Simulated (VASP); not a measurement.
Write the native input for VASP 6.6.1 that does the following.

| Item | Value |
| --- | --- |
| Task | single point |
| Functional | LDA |
| Potentials or basis | VASP PAW LDA potentials, release 64 (Ge_d) |
| Cutoff | 520 eV |
| k mesh | 11 × 11 × 11 |
| Occupations | fermi-dirac, width 0.1 eV |
| Spin | no spin polarisation |
| Dipole correction | no |
| Further INCAR settings | ALGO = Normal; EDIFF = 1e-07; NBANDS = 21 |

The structure of Ge lies in POSCAR:

```
Ge
1.0
   -2.5607573792      2.7197441028      1.4742899619
    2.5607573792     -2.7197441028      1.4742899619
    2.5607573792      2.7197441028     -1.4742899619
Ge
2
Direct
    0.1859400000      0.9359400000      0.2500000000
    0.8140600000      0.0640600000      0.7500000000
```

One way to write it, as run:

INCAR

```
ALGO = Normal
EDIFF = 1E-7
ENCUT = 520
ISIF = 2
ISMEAR = -1
LASPH = T
LCHARG = F
LREAL = F
LWAVE = F
NBANDS = 21
NELM = 100
PREC = Accurate
SIGMA = 0.1
```

KPOINTS

```
k-points
0
Gamma
  11 11 11
```

Potentials or basis: VASP PAW LDA potentials, release 64 (Ge_d).

Run with:

```console
$ cat potpaw_LDA.64/Ge_d/POTCAR > POTCAR
$ mpirun -np 1 vasp_std > vasp.out
```

Results of the run:

The pressure is -8.2 GPa and the largest force is 0.059 eV/Å. The band gap on the k mesh is zero (bands 14 and 15 overlap by 4.56 eV).

Caveat: the cell stands under tension.

Wall time 85 s on 1 thread of Intel(R) Xeon(R) Platinum 8488C (Sapphire Rapids) (shared host), peak memory 0.25 GiB.
